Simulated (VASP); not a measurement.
**NbAs: single point with PBEsol**

The system is NbAs.

```
Nb As
1.0
     0.00000    2.87236    2.87236
     2.87236    0.00000    2.87236
     2.87236    2.87236    0.00000
Nb As
1 1
Direct
  0.00000 0.00000 0.00000
  0.25000 0.25000 0.25000
```

- Program: VASP 6.6.1
- Task: single point
- Functional: PBEsol
- Potentials or basis: VASP PAW PBE potentials, release 64 (Nb_sv, As)
- Cutoff: 520 eV
- k mesh: 12 × 12 × 12
- Occupations: gaussian, width 0.1 eV
- Spin: collinear spin
- Starting moments: [1.29, -0.02] μB
- Fixed moment: 2 μB

```yaml
Pressure: 5.9 GPa
Net_moment: 2.00 μB per cell
Site_moments: Nb +1.43; As -0.03 μB
Valence_electrons_inside_the_program's_atomic_spheres: Nb 10.75; As 2.98
```

It took 2.2 min on 1 thread of Intel(R) Xeon(R) Platinum 8488C (Sapphire Rapids) (shared host), peak memory 0.26 GiB.

Caveat: the cell stands under pressure; the PAW data sets were made with another functional, which shifts forces and pressure a little; the total moment is fixed, so each spin has its own Fermi level.
